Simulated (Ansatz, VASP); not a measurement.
# One calculation of Hf2H5, two programs

```xyz
7
Lattice="3.4568 0.0000 0.0000 0.0000 3.4568 0.0000 0.0000 0.0000 4.4870" Properties=species:S:1:pos:R:3 pbc="T T T"
Hf    0.0000    0.0000    0.0000
Hf    1.7284    1.7284    2.2435
H     0.0000    1.7284    3.3152
H     1.7284    0.0000    3.3152
H     0.0000    1.7284    1.1719
H     1.7284    0.0000    1.1719
H     1.7284    1.7284    0.0000
```

Alike in both runs: functional PBE; k mesh 5 × 5 × 3; occupations gaussian, width 0.2 eV; no spin polarisation.

Ansatz relaxed the structure, and its values are those at the end. VASP's run is a single point on that final structure, the one shown.

|  | VASP | Ansatz |
| --- | --- | --- |
| version | VASP 6.6.1 | Ansatz 0.2.0 |
| potentials or method | VASP PAW PBE potentials, release 64 (Hf_pv, H), cutoff 520 eV | scalar-relativistic, plane waves, PAW |
| valence electrons in the cell | 25 | 57 |

```csv
,VASP,Ansatz,Ansatz less VASP
gap on the k mesh at the Fermi level (eV),none,none,-
pressure (GPa),-0.4,0.4,+0.85
rms of the force components (eV/Å),0.015,0.013,-0.0022
```

A gap of «none» marks a metal or a gap that the smearing closes. With one functional, cell and mesh, what is left measures potentials, basis and numerics. VASP's potentials hold 25 valence electrons a cell and Ansatz's 57, so a difference there can come from the potentials and not from the codes.

The k mesh is coarse, so the values compare programs but aren't converged. Neither program's run includes spin-orbit coupling.
